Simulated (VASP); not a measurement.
Wanted: the native input for a VASP 6.6.1 run.

| Quantity | Value |
| --- | --- |
| Task | single point |
| Functional | PBE |
| Potentials or basis | VASP PAW PBE potentials, release 64 (B) |
| Cutoff | 520 eV |
| k mesh | 15 × 15 × 5 |
| Occupations | fermi-dirac, width 0.05 eV |
| Spin | no spin polarisation |
| Dipole correction | no |
| Further INCAR settings | ALGO = Normal; EDIFF = 1e-06; NBANDS = 14 |

The structure of B lies in POSCAR:

```
B
1.0
    2.9937075309      0.0000000000      0.0000000000
   -1.4968537655      2.5926267733      0.0000000000
    0.0000000000      0.0000000000      4.0430974224
B
4
Direct
    0.0000000000      0.0000000000      0.2500000000
    0.0000000000      0.0000000000      0.7500000000
    0.3333333333      0.6666666667      0.2500000000
    0.6666666667      0.3333333333      0.7500000000
```

One way to write it, as run:

INCAR

```
SYSTEM = B
ALGO = Normal
EDIFF = 1E-6
ENCUT = 520
GGA = PE
ISIF = 2
ISMEAR = -1
LASPH = .True.
LCHARG = .False.
LREAL = .False.
LWAVE = .False.
NBANDS = 14
NELM = 100
PREC = Accurate
SIGMA = 0.05
```

KPOINTS

```
k-points
0
Gamma
  15 15 5
  0 0 0
```

Potentials or basis: VASP PAW PBE potentials, release 64 (B).

The run is started by

```console
$ cat potpaw_PBE.64/B/POTCAR > POTCAR
$ mpirun -np 1 vasp_std > vasp.out
```

Results of the run:

| Property | Result |
| --- | --- |
| Pressure | 0.1 GPa |
| Band gap on the k mesh | zero (band 6 reaches 6.60 eV, above the bottom of band 7 at 3.08 eV) |

Wall time 19 s on 1 thread of AMD EPYC 9R45 96-Core Processor (Zen 5), with other jobs on the host, peak memory 0.12 GiB.
